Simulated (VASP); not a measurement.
# AgCl (Cm) in VASP: single point with PBE

Aim: the single point of AgCl with PBE.

All numbers are computed with VASP 6.6.1; they aren't measurements. Logs are shortened: lines on timing, memory, paths and dates and some standing lists are left out, and cuts for length are marked.

**1. The cell of the first run**

It takes space group Cm (No. 8, monoclinic). Conventional cell: a = 4.872 Å, b = 4.875 Å, c = 5.380 Å, α = 90.00°, β = 90.00°, γ = 90.00°. Within 3.3 Å of Ag (site symmetry m) lie 1 Ag at 2.53 Å and 5 Cl at 2.53 to 2.61 Å. Within 3.2 Å of Ag (site symmetry m) lie 5 Cl at 2.44 to 2.53 Å and 1 Ag at 2.53 Å. Within 3.3 Å of Cl (site symmetry m) lie 5 Ag at 2.53 to 2.61 Å and 1 Cl at 2.53 Å. Within 3.2 Å of Cl (site symmetry m) lie 5 Ag at 2.44 to 2.53 Å and 1 Cl at 2.53 Å.

**2. Single point, PBE**

INCAR

```
  PREC = Accurate
  ENCUT = 520
  EDIFF = 1E-7
  ISMEAR = 0
  SIGMA = 0.1
  LREAL = False
  LASPH = True
  NELM = 100
  ALGO = Normal
  ISIF = 2
  LWAVE = False
  LCHARG = True
  GGA = PE
  LELF = True
  LVHAR = True
  NBANDS = 26
```

KPOINTS

```
Automatic mesh
0
Gamma
  6 6 4
```

POSCAR

```
AgCl
1.0
    2.4360977600     -2.4376579400      0.0000000000
    2.4360977600      2.4376579400      0.0000000000
    0.0000000000      0.0000000000      5.3800836500
Ag Cl
2 2
Direct
    0.7500000000      0.7500000000      0.4123970000
    0.5000000000      0.5000000000      0.0000000000
    0.2500000000      0.2500000000      0.5876030000
    0.0000000000      0.0000000000      0.0000000000
```

Potentials or basis: VASP PAW PBE potentials, release 64 (Ag, Cl).

Command:

```
cat potpaw_PBE.64/Ag/POTCAR potpaw_PBE.64/Cl/POTCAR > POTCAR
mpirun -np 1 vasp_std > vasp.out
```

OUTCAR:

```text
PREC = Accurate
   ENCUT = 520
   EDIFF = 1E-7
   ISMEAR = 0
   LREAL = False
   LASPH = True
   NELM = 100
   ISIF = 2
   GGA = PE

 ion  position               nearest neighbor table
   1  0.750  0.750  0.412-   2 2.53   4 2.53   3 2.61   3 2.61   3 2.61   3 2.61   2 3.39   2 3.51
                             2 3.51
   2  0.500  0.500  0.000-   4 2.44   4 2.44   4 2.44   4 2.44   1 2.53   3 2.53   1 3.39   1 3.51
                             1 3.51
   3  0.250  0.250  0.588-   2 2.53   4 2.53   1 2.61   1 2.61   1 2.61   1 2.61
   4  0.000  0.000  0.000-   2 2.44   2 2.44   2 2.44   2 2.44   3 2.53   1 2.53

  LATTYP: Found a base centered orthorhombic cell.
 ALAT       =     4.8721955200
 B/A-ratio  =     1.0006404423
 C/A-ratio  =     1.1042421487

  Lattice vectors:

 A1 = (   2.4360977600,  -2.4376579400,   0.0000000000)
 A2 = (   2.4360977600,   2.4376579400,   0.0000000000)
 A3 = (   0.0000000000,   0.0000000000,   5.3800836500)

Analysis of symmetry for initial positions (statically):
=====================================================================
 Subroutine PRICEL returns:
 Original cell was already a primitive cell.

 Routine SETGRP: Setting up the symmetry group for a
 base centered orthorhombic supercell.

 Subroutine GETGRP returns: Found  2 space group operations
 (whereof  2 operations were pure point group operations)
 out of a pool of  8 trial point group operations.

The static configuration has the point symmetry C_1h.

Analysis of symmetry for dynamics (positions and initial velocities):
=====================================================================
 Subroutine PRICEL returns:
 Original cell was already a primitive cell.

 Routine SETGRP: Setting up the symmetry group for a
 base centered orthorhombic supercell.

 Subroutine GETGRP returns: Found  2 space group operations
 (whereof  2 operations were pure point group operations)
 out of a pool of  8 trial point group operations.

The dynamic configuration has the point symmetry C_1h.

 Subroutine INISYM returns: Found  2 space group operations
 (whereof  2 operations are pure point group operations),
 and found     1 'primitive' translations

----------------------------------------------------------------------------------------

                                     Primitive cell

  volume of cell :      63.8979

  direct lattice vectors                    reciprocal lattice vectors
[... 87 lines left out ...]
   LSORBIT =      F    spin-orbit coupling
   LASPH  =      T    aspherical Exc in radial PAW
   ENCUT  =  520.0 eV  38.22 Ry    6.18 a.u.   6.41  6.41 10.00*2*pi/ulx,y,z
   NELM   =    100;   NELMIN=  2; NELMDL= -5     # of ELM steps
   EDIFF  = 0.1E-06   stopping-criterion for ELM
   LREAL  =      F    real-space projection
   EDIFFG = 0.1E-05   stopping-criterion for IOM
   NSW    =      0    number of steps for IOM
   IBRION =     -1    ionic relax: 0-MD 1-quasi-New 2-CG
   NFREE  =      0    steps in history (QN), initial steepest desc. (CG)
   ISIF   =      2    stress and relaxation
   ISYM   =      2    0-nonsym 1-usesym 2-fastsym
   POTIM  = 0.5000    time-step for ionic-motion
   TEBEG  =    0.0;   TEEND  =   0.0 temperature during run
   PSTRESS=    0.0 pullay stress
   NELECT =      36.0000    total number of electrons
   NUPDOWN=      -1.0000    fix difference up-down
   EMIN   =  10.00;   EMAX   =-10.00  energy-range for DOS
   EFERMI =   0.00;   METHOD = LEGACY
   ISMEAR =     0;   SIGMA  =   0.10  broadening in eV -4-tet -1-fermi 0-gaus
   EFERMI_NEDOS =   21; number of points for ismear=-14 and -15
   IALGO  =     38    algorithm
   IMIX   =      4    mixing-type and parameters
     AMIX     =   0.40;   BMIX     =  1.00
     AMIX_MAG =   1.60;   BMIX_MAG =  1.00
  volume/ion in A,a.u.               =      15.97       107.80
  Fermi-wavevector in a.u.,A,eV,Ry     =   1.352115  2.555126 24.874360  1.828214
  Thomas-Fermi vector in A             =   2.479480
   LORBIT       =      0    0 simple, 1 ext, 2 COOP (PROOUT), +10 PAW based schemes
   GGA     = PE    functional components
   LHFCALC =     F    Hartree Fock is set to
   AEXX    =    0.0000 exact exchange contribution
   IVDW    =     0    specifies the selected vdW correction
   LEPSILON=     F    determine dielectric tensor
   LRPA    =     F    only Hartree local field effects (RPA)
 non-spin polarized calculation
 Gauss-broadening in eV      SIGMA  =   0.10
  energy-cutoff  :      520.00
  volume of cell :       63.90
 maximum number of plane-waves:      1741
 NGX is ok and might be reduce to    28
   NGX = 13   NGY = 13   NGZ = 21

 number of electron      35.9999996 magnetization

 Free energy of the ion-electron system (eV)
  ---------------------------------------------------
  ext. energy  EPLUGINS =         0.00000000
  ---------------------------------------------------
  free energy    TOTEN  =        -8.31096008 eV

  energy without entropy =       -8.31069324  energy(sigma->0) =       -8.31082666

 E-fermi :   8.4648     XC(G=0): -11.5755

 val. band max:        8.3162346790   @ k =   0.5000   0.0000   0.5000
 cond. band min:       8.5756905884   @ k =   0.0000   0.0000   0.0000
 fundamental gap:      0.2594559094
 Fermi energy:         8.4648412780

 k-point     1 :       0.0000    0.0000    0.0000
  band No.  band energies     occupation
      1      -9.6906      2.00000
      2      -7.8783      2.00000
      3       0.6805      2.00000
      4       2.4763      2.00000
      5       2.8829      2.00000
      6       3.1911      2.00000
[... 685 lines left out ...]
     25      17.4512      0.00000
     26      18.5007      0.00000

 [... further k-points ...]
[... 5 lines left out ...]
  --------------------------------------------------------------------------------------
  -------------------------------------------------------------------------------------
  Total       13.8522738     11.2604175     14.1613465      0.0000000      0.0000000     -0.6424970
  in kB      347.3322824    282.3440086    355.0819797      0.0000000      0.0000000    -16.1099878
  external PRESSURE =     328.2527569 kB  Pullay stress =       0.0000000 kB

 VOLUME and BASIS-vectors are now :
 -----------------------------------------------------------------------------
  energy-cutoff  :      520.00
  volume of cell :       63.90
      direct lattice vectors                 reciprocal lattice vectors
     2.436097760 -2.437657940  0.000000000     0.205246279 -0.205114915  0.000000000
     2.436097760  2.437657940  0.000000000     0.205246279  0.205114915  0.000000000
     0.000000000  0.000000000  5.380083650     0.000000000  0.000000000  0.185870716

 POSITION                                       TOTAL-FORCE (eV/Angst)
 -----------------------------------------------------------------------------------
      3.65415      0.00000      2.21873         0.259624      0.000000      1.074126
      2.43610      0.00000      0.00000        -0.161437      0.000000     -0.619783
      1.21805      0.00000      3.16135         1.288352      0.000000     -2.323908
      0.00000      0.00000      0.00000        -1.386539      0.000000      1.869565
 -----------------------------------------------------------------------------------
    total drift:                                0.000013     -0.000000      0.000297

  FREE ENERGIE OF THE ION-ELECTRON SYSTEM (eV)
  ---------------------------------------------------
  free  energy   TOTEN  =        -8.3109600788 eV

  energy  without entropy=       -8.3106932414  energy(sigma->0) =       -8.31082666
```

OSZICAR:

```text
N       E                     dE             d eps       ncg     rms          rms(c)
DAV:   1     0.246370939705E+03    0.24637E+03   -0.18162E+04  2444   0.132E+03
DAV:   2     0.310035163806E+01   -0.24327E+03   -0.23223E+03  2680   0.307E+02
DAV:   3    -0.875309056158E+01   -0.11853E+02   -0.11760E+02  2946   0.683E+01
DAV:   4    -0.885929164913E+01   -0.10620E+00   -0.10611E+00  2866   0.712E+00
DAV:   5    -0.886045896740E+01   -0.11673E-02   -0.11672E-02  2964   0.770E-01    0.202E+01
DAV:   6    -0.832329351514E+01    0.53717E+00   -0.11098E+00  2784   0.129E+01    0.132E+01
DAV:   7    -0.832416973577E+01   -0.87622E-03   -0.62182E-01  2600   0.451E+00    0.291E+00
DAV:   8    -0.831153151874E+01    0.12638E-01   -0.31384E-02  2600   0.194E+00    0.923E-01
DAV:   9    -0.831095769534E+01    0.57382E-03   -0.14594E-02  2756   0.857E-01    0.164E-01
DAV:  10    -0.831094735063E+01    0.10345E-04   -0.30647E-04  3050   0.220E-01    0.774E-02
DAV:  11    -0.831095725902E+01   -0.99084E-05   -0.10966E-04  2842   0.653E-02    0.190E-02
DAV:  12    -0.831095918349E+01   -0.19245E-05   -0.66933E-06  2740   0.222E-02    0.714E-03
DAV:  13    -0.831096006317E+01   -0.87968E-06   -0.16398E-06  2706   0.117E-02    0.297E-03
DAV:  14    -0.831096007884E+01   -0.15671E-07   -0.10123E-07  1580   0.324E-03
   1 F= -.83109601E+01 E0= -.83108267E+01  d E =-.266837E-03
```

stdout:

```text
POSCAR found type information on POSCAR AgCl
 POSCAR found :  2 types and       4 ions
 scaLAPACK will be used
 LDA part: xc-table for (Slater+PW92), standard interpolation
 POSCAR, INCAR and KPOINTS ok, starting setup
 FFT: planning ... GRIDC
 FFT: planning ... GRID_SOFT
 FFT: planning ... GRID
 WAVECAR not read
 entering main loop
```

It took 30 s on 1 thread of Intel Xeon 6975P-C (Granite Rapids), shared host; peak memory 0.21 GiB.

What came out:

```yaml
Free_energy: -8.3110 eV
Pressure: 32.8 GPa
Largest_force: 2.657 eV/Å
Band_gap_on_the_k_mesh: 0.26 eV, indirect (least direct gap 1.34 eV)
```

Forces on the atoms (eV/Å):
```
Ag   0.260  0.000  1.074
Ag  -0.161  0.000 -0.620
Cl   1.288  0.000 -2.324
Cl  -1.387  0.000  1.870
```

Stress tensor (GPa, compression positive):
```
34.73  0.00 -1.61
 0.00 28.23  0.00
-1.61  0.00 35.51
```

Caveat: forces of over 1 eV/Å act on the atoms, so gaps and moduli don't describe the material at rest. A k mesh can miss the band edges.
